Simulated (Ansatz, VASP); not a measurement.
**One calculation of GaN, two programs**

File INCAR:

```
PREC = Accurate ; ENCUT = 520
EDIFF = 1E-6 ; ISMEAR = 0
SIGMA = 0.05 ; LREAL = F
LASPH = T ; NELM = 100
ALGO = Normal ; ISIF = 2
LWAVE = F ; LCHARG = F
GGA = PE ; NBANDS = 26
```

The input KPOINTS:

```
regular mesh
0
Gamma
  12 12 6
```

POSCAR

```
GaN
1.0
    3.1799996605      0.0000000000      0.0000000000
   -1.5899998303      2.8641189096      0.0000000000
    0.0000000000      0.0000000000      5.1660000000
Ga N
2 2
Direct
    0.3333333333      0.6666666667      0.0000000000
    0.6666666667      0.3333333333      0.5000000000
    0.3333333333      0.6666666667      0.3750000000
    0.6666666667      0.3333333333      0.8750000000
```

Input for Ansatz:

```yaml
crystal:
  lattice:
    - [3.1799996605, 0.0, 0.0]
    - [-1.5899998303, 2.8641189096, 0.0]
    - [0.0, 0.0, 5.166]
  atoms:
    - { symbol: Ga, position: [0.3333333333, 0.6666666667, 0.0] }
    - { symbol: Ga, position: [0.6666666667, 0.3333333333, 0.5] }
    - { symbol: "N", position: [0.3333333333, 0.6666666667, 0.375] }
    - { symbol: "N", position: [0.6666666667, 0.3333333333, 0.875] }
basis:
  ecutwfc: 420
kpoints:
  mp_grid: { grid: [12, 12, 6] }
hamiltonian:
  xc: pbe
scf:
  occupations: { method: gaussian, width: 0.05 }
output:
  forces: true
  stress: true
  eigenvalues: true
```

Change from the starting cell: strain +0.0400 x Voigt [0, 1, 0, 0, 0, 0], atoms carried along.

Alike in both runs: task single point; functional PBE; k mesh 12 × 12 × 6; occupations gaussian, width 0.05 eV; no spin polarisation.

|  | VASP | Ansatz |
| --- | --- | --- |
| version | VASP 6.6.1 | Ansatz 0.2.0 |
| potentials or method | VASP PAW PBE potentials, release 64 (Ga_d, N), cutoff 520 eV | scalar-relativistic, plane waves, PAW |
| valence electrons in the cell | 36 | 36 |

```tsv
	VASP	Ansatz	Ansatz less VASP
gap on the k mesh at the Fermi level (eV)	1.65	1.64	-0.005
least direct gap on the mesh (eV)	1.65	1.64	-0.005
pressure (GPa)	0.4	0.3	-0.14
traceless stress, the component that is largest in VASP (GPa)	-8.24	-8.25	-0.010
rms of the force components (eV/Å)	0.227	0.231	+0.0038
```

Atom by atom the forces differ by 0.004 eV/Å (rms over components).
